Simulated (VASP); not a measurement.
# F (C2/c) in VASP: notebook

The runs below take F through single point, with PBE+D3(BJ).

Everything below comes from runs of VASP 6.6.1. Logs are shortened: lines on timing, memory, paths and dates and some standing lists are left out, and cuts for length are marked.

### Step 1. The cell of the first run

The structure is monoclinic, space group C2/c (No. 15). Conventional cell: a = 5.779 Å, b = 3.440 Å, c = 6.528 Å, α = 90.00°, β = 91.10°, γ = 90.00°. F (site symmetry 1) has 1 F at 1.36 Å within 1.8 Å.

### Step 2. Single point, PBE+D3(BJ) (16.22 Å³/atom)

INCAR

```
SYSTEM = F
PREC = Accurate
ENCUT = 520
EDIFF = 1E-7
ISMEAR = 0
SIGMA = 0.05
LREAL = .FALSE.
LASPH = .TRUE.
NELM = 80
ALGO = Normal
ISIF = 2
LWAVE = .FALSE.
LCHARG = .FALSE.
GGA = PE
IVDW = 12
NBANDS = 22
```

KPOINTS

```
regular mesh
0
G
  8 8 4
  0 0 0
```

POSCAR

```
F
1.0
    2.8735568216     -1.7197908720      0.3032548832
    2.8735568216      1.7197908720      0.3032548832
   -0.8099605090      0.0000000000      6.4771582788
F
4
Direct
    0.9138648456      0.5855481450      0.0939279973
    0.4144518550      0.0861351544      0.4060720027
    0.0861351544      0.4144518550      0.9060720027
    0.5855481450      0.9138648456      0.5939279973
```

Potentials or basis: VASP PAW PBE potentials, release 64 (F).

Run with:

```bash
$ cat potpaw_PBE.64/F/POTCAR > POTCAR
$ mpirun -np 1 vasp_std > vasp.out
```

OUTCAR:

```text
SYSTEM = F
   PREC = Accurate
   ENCUT = 520
   EDIFF = 1E-7
   ISMEAR = 0
   LREAL = .FALSE.
   LASPH = .TRUE.
   NELM = 80
   ISIF = 2
   GGA = PE
   IVDW = 12
 IVDW          = 12

 ion  position               nearest neighbor table
   1  0.914  0.586  0.094-   3 1.36
   2  0.414  0.086  0.406-   4 1.36
   3  0.086  0.414  0.906-   1 1.36
   4  0.586  0.914  0.594-   2 1.36

  LATTYP: Found a base centered monoclinic cell.
 ALAT       =     5.7790284066
 B/A-ratio  =     0.5951833945
 C/A-ratio  =     1.1295331410
 COS(beta)  =    -0.0192580468

  Lattice vectors:

 A1 = (   2.8735568216,  -1.7197908720,   0.3032548832)
 A2 = (   2.8735568216,   1.7197908720,   0.3032548832)
 A3 = (  -0.8099605090,   0.0000000000,   6.4771582788)

Analysis of symmetry for initial positions (statically):
=====================================================================
 Subroutine PRICEL returns:
 Original cell was already a primitive cell.

 Routine SETGRP: Setting up the symmetry group for a
 base centered monoclinic supercell.

 Subroutine GETGRP returns: Found  4 space group operations
 (whereof  2 operations were pure point group operations)
 out of a pool of  4 trial point group operations.

The static configuration has the point symmetry S_2 .
 The point group associated with its full space group is C_2h.

Analysis of symmetry for dynamics (positions and initial velocities):
=====================================================================
 Subroutine PRICEL returns:
 Original cell was already a primitive cell.

 Routine SETGRP: Setting up the symmetry group for a
 base centered monoclinic supercell.

 Subroutine GETGRP returns: Found  4 space group operations
 (whereof  2 operations were pure point group operations)
 out of a pool of  4 trial point group operations.

The dynamic configuration has the point symmetry S_2 .
 The point group associated with its full space group is C_2h.

 Subroutine INISYM returns: Found  4 space group operations
 (whereof  2 operations are pure point group operations),
 and found     1 'primitive' translations

----------------------------------------------------------------------------------------

                                     Primitive cell

  volume of cell :      64.8640

  direct lattice vectors                    reciprocal lattice vectors
     2.873556822 -1.719790872  0.303254883     0.171734054 -0.290733023  0.021475128
     2.873556822  1.719790872  0.303254883     0.171734054  0.290733023  0.021475128
    -0.809960509  0.000000000  6.477158279    -0.016080876  0.000000000  0.152377799

  length of vectors
     3.362584270  3.362584270  6.527604108     0.338348130  0.338348130  0.153223981

  position of ions in fractional coordinates (direct lattice)
     0.913864846  0.585548145  0.093927997
     0.414451855  0.086135154  0.406072003
     0.086135154  0.414451855  0.906072003
     0.585548145  0.913864846  0.593927997

  ion indices of the primitive-cell ions
   primitive index   ion index
                 1           1
                 2           2
                 3           3
                 4           4

----------------------------------------------------------------------------------------

 KPOINTS: regular mesh

Automatic generation of k-mesh.
 Grid dimensions read from file:
 generate k-points for:    8    8    4

 Generating k-lattice:

  Cartesian coordinates                     Fractional coordinates (reciprocal lattice)
     0.021466757 -0.036341628  0.002684391     0.125000000  0.000000000  0.000000000
     0.021466757  0.036341628  0.002684391     0.000000000  0.125000000  0.000000000
    -0.004020219  0.000000000  0.038094450     0.000000000  0.000000000  0.250000000

  Length of vectors
     0.042293516  0.042293516  0.038305995

  Shift w.r.t. Gamma in fractional coordinates (k-lattice)
     0.000000000  0.000000000  0.000000000

 Subroutine IBZKPT returns following result:
 ===========================================

 Found     78 irreducible k-points:

 Following reciprocal coordinates:
            Coordinates               Weight
  0.000000  0.000000  0.000000      1.000000
  0.125000 -0.000000  0.000000      4.000000
  0.250000 -0.000000  0.000000      4.000000
  0.375000 -0.000000  0.000000      4.000000
  0.500000 -0.000000  0.000000      2.000000
  0.125000  0.125000  0.000000      2.000000
[... 16 lines left out ...]
  0.125000  0.000000  0.250000      4.000000
  0.250000  0.000000  0.250000      4.000000
 [... further k-points ...]
   k-points           NKPTS =     78   k-points in BZ     NKDIM =     78   number of bands    NBANDS=     22
   number of dos      NEDOS =    301   number of ions     NIONS =      4
   total plane-waves  NPLWV =  39200
   dimension x,y,z NGX =    28 NGY =   28 NGZ =   50
   dimension x,y,z NGXF=    56 NGYF=   56 NGZF=  100
   ions per type =               4
   NGX,Y,Z   is equivalent  to a cutoff of  13.84, 13.84, 12.73 a.u.
   NGXF,Y,Z  is equivalent  to a cutoff of  27.69, 27.69, 25.47 a.u.
 SYSTEM =  F
   PREC   = accura    normal or accurate (medium, high low for compatibility)
   ISTART =      0    job   : 0-new  1-cont  2-samecut
   ICHARG =      2    charge: 1-file 2-atom 10-const
   ISPIN  =      1    spin polarized calculation?
   LNONCOLLINEAR =      F non collinear calculations
   LSORBIT =      F    spin-orbit coupling
   LASPH  =      T    aspherical Exc in radial PAW
   ENCUT  =  520.0 eV  38.22 Ry    6.18 a.u.   6.25  6.25 12.14*2*pi/ulx,y,z
   NELM   =     80;   NELMIN=  2; NELMDL= -5     # of ELM steps
   EDIFF  = 0.1E-06   stopping-criterion for ELM
   LREAL  =      F    real-space projection
   EDIFFG = 0.1E-05   stopping-criterion for IOM
   NSW    =      0    number of steps for IOM
   IBRION =     -1    ionic relax: 0-MD 1-quasi-New 2-CG
   NFREE  =      0    steps in history (QN), initial steepest desc. (CG)
   ISIF   =      2    stress and relaxation
   ISYM   =      2    0-nonsym 1-usesym 2-fastsym
   POTIM  = 0.5000    time-step for ionic-motion
   TEBEG  =    0.0;   TEEND  =   0.0 temperature during run
   PSTRESS=    0.0 pullay stress
   NELECT =      28.0000    total number of electrons
   NUPDOWN=      -1.0000    fix difference up-down
   EMIN   =  10.00;   EMAX   =-10.00  energy-range for DOS
   EFERMI =   0.00;   METHOD = LEGACY
   ISMEAR =     0;   SIGMA  =   0.05  broadening in eV -4-tet -1-fermi 0-gaus
   EFERMI_NEDOS =   21; number of points for ismear=-14 and -15
   IALGO  =     38    algorithm
   IMIX   =      4    mixing-type and parameters
     AMIX     =   0.40;   BMIX     =  1.00
     AMIX_MAG =   1.60;   BMIX_MAG =  1.00
  volume/ion in A,a.u.               =      16.22       109.43
  Fermi-wavevector in a.u.,A,eV,Ry     =   1.237256  2.338075 20.827834  1.530803
  Thomas-Fermi vector in A             =   2.371831
   LORBIT       =      0    0 simple, 1 ext, 2 COOP (PROOUT), +10 PAW based schemes
   GGA     = PE    functional components
   LHFCALC =     F    Hartree Fock is set to
   AEXX    =    0.0000 exact exchange contribution
   IVDW    =    12    specifies the selected vdW correction
   LEPSILON=     F    determine dielectric tensor
   LRPA    =     F    only Hartree local field effects (RPA)
 non-spin polarized calculation
 Gauss-broadening in eV      SIGMA  =   0.05
  energy-cutoff  :      520.00
  volume of cell :       64.86
 maximum number of plane-waves:      1764
 NGX is ok and might be reduce to    28
   NGX = 13   NGY = 13   NGZ = 25

 number of electron      27.9999993 magnetization

 Free energy of the ion-electron system (eV)
  ---------------------------------------------------
  ext. energy  EPLUGINS =         0.00000000
  ---------------------------------------------------
  free energy    TOTEN  =        -7.12606962 eV

  energy without entropy =       -7.12606962  energy(sigma->0) =       -7.12606962

 E-fermi :  -4.7491     XC(G=0):  -7.5100

 val. band max:       -5.0394116559   @ k =   0.0000   0.0000   0.0000
 cond. band min:      -1.4170085699   @ k =   0.0000   0.0000   0.0000
 fundamental gap:      3.6224030860
 Fermi energy:        -4.7490858423

 k-point     1 :       0.0000    0.0000    0.0000
  band No.  band energies     occupation
      1     -30.9103      2.00000
      2     -30.7901      2.00000
      3     -23.5830      2.00000
      4     -23.1867      2.00000
      5     -12.0578      2.00000
      6     -11.2563      2.00000
[... 14 lines left out ...]
     21      15.6023      0.00000
     22      15.7027      0.00000

 k-point     2 :       0.1250   -0.0000    0.0000
  band No.  band energies     occupation
      1     -30.8973      2.00000
      2     -30.7855      2.00000
      3     -23.5671      2.00000
      4     -23.2017      2.00000
      5     -12.0363      2.00000
      6     -11.2865      2.00000
[... 14 lines left out ...]
     21      14.4266      0.00000
     22      15.3993      0.00000

 k-point     3 :       0.2500   -0.0000    0.0000
  band No.  band energies     occupation
      1     -30.8630      2.00000
      2     -30.7770      2.00000
      3     -23.5227      2.00000
      4     -23.2439      2.00000
      5     -11.9694      2.00000
      6     -11.3772      2.00000
[... 14 lines left out ...]
     21      13.5631      0.00000
     22      13.8096      0.00000
[... 476 lines left out ...]
 k-point    23 :       0.1250    0.0000    0.2500
  band No.  band energies     occupation
      1     -30.8812      2.00000
      2     -30.8024      2.00000
      3     -23.5141      2.00000
      4     -23.2565      2.00000
      5     -11.9331      2.00000
      6     -11.4051      2.00000
[... 14 lines left out ...]
     21      13.9236      0.00000
     22      15.0237      0.00000

 k-point    24 :       0.2500    0.0000    0.2500
  band No.  band energies     occupation
      1     -30.8505      2.00000
      2     -30.7901      2.00000
      3     -23.4819      2.00000
      4     -23.2860      2.00000
      5     -11.8807      2.00000
      6     -11.4607      2.00000
[... 14 lines left out ...]
     21      12.7482      0.00000
     22      13.4004      0.00000

 [... further k-points ...]

------------------------ aborting loop because EDIFF is reached ----------------------------------------

 Edisp (eV)   -0.11457

 E8    (eV) :    -0.0249

  FORCE on cell =-STRESS in cart. coord.  units (eV):
  Direction    XX          YY          ZZ          XY          YZ          ZX
  --------------------------------------------------------------------------------------
  -------------------------------------------------------------------------------------
  Total      -0.12271     1.42420     6.20508     0.00000     0.00000    -0.81686
  in kB      -3.03094    35.17855   153.26899     0.00000     0.00000   -20.17682
  external pressure =       61.81 kB  Pullay stress =        0.00 kB

 VOLUME and BASIS-vectors are now :
 -----------------------------------------------------------------------------
  energy-cutoff  :      520.00
  volume of cell :       64.86
      direct lattice vectors                 reciprocal lattice vectors
     2.873556822 -1.719790872  0.303254883     0.171734054 -0.290733023  0.021475128
     2.873556822  1.719790872  0.303254883     0.171734054  0.290733023  0.021475128
    -0.809960509  0.000000000  6.477158279    -0.016080876  0.000000000  0.152377799

 POSITION                                       TOTAL-FORCE (eV/Angst)
 -----------------------------------------------------------------------------------
      4.23257     -0.56464      1.06309        -0.314940      1.222223      2.476156
      1.10956     -0.56464      2.78200         0.314940      1.222223     -2.476156
      0.70458      0.56464      6.02058         0.314940     -1.222223     -2.476156
      3.82759      0.56464      4.30167        -0.314940     -1.222223      2.476156
 -----------------------------------------------------------------------------------
    total drift:                               -0.000000     -0.000000      0.000000

  FREE ENERGIE OF THE ION-ELECTRON SYSTEM (eV)
  ---------------------------------------------------
  free  energy   TOTEN  =        -7.2406364096 eV

  energy  without entropy=       -7.2406364096  energy(sigma->0) =       -7.24063641
```

Run time: 44 s. Hardware: 1 thread of Intel Xeon 6975P-C (Granite Rapids), shared host; peak memory 0.23 GiB.

What came out:

| Item | Value |
| --- | --- |
| Free energy | -7.2406 eV |
| Pressure | 6.2 GPa |
| Largest force | 2.779 eV/Å |
| Band gap on the k mesh | 3.62 eV |
| Dispersion energy per atom | -0.029 eV |

Forces in eV/Å, atoms in the order of the input:
```
F   -0.315  1.222  2.476
F    0.315  1.222 -2.476
F    0.315 -1.222 -2.476
F   -0.315 -1.222  2.476
```

Stress tensor (GPa, compression positive):
```
-0.30  0.00 -2.02
 0.00  3.52  0.00
-2.02  0.00 15.33
```

Levels at points of the mesh, in eV from the valence-band top:
```tsv
k point	band 12	band 13	band 14	band 15	band 16	band 17
(0.00, 0.00, 0.00)	-0.12	-0.08	0.00	3.62	4.52	8.86
(0.50, 0.00, 0.00)	-0.30	-0.13	-0.11	4.17	4.17	13.05
(0.50, 0.50, 0.00)	-0.49	-0.09	-0.05	3.84	4.47	12.65
(0.00, 0.00, 0.50)	-0.27	-0.06	-0.06	4.03	4.03	9.84
(0.50, 0.00, 0.50)	-0.25	-0.08	-0.07	4.13	4.14	13.53
(0.50, 0.50, 0.50)	-0.32	-0.30	-0.30	4.15	4.15	13.27
```

Caveat: the stress differs along the axes, from -0 to 15 GPa; forces of over 1 eV/Å act on the atoms, so gaps and moduli don't describe the material at rest. A k mesh can miss the band edges.

(Part 1 of 2 ends here.)
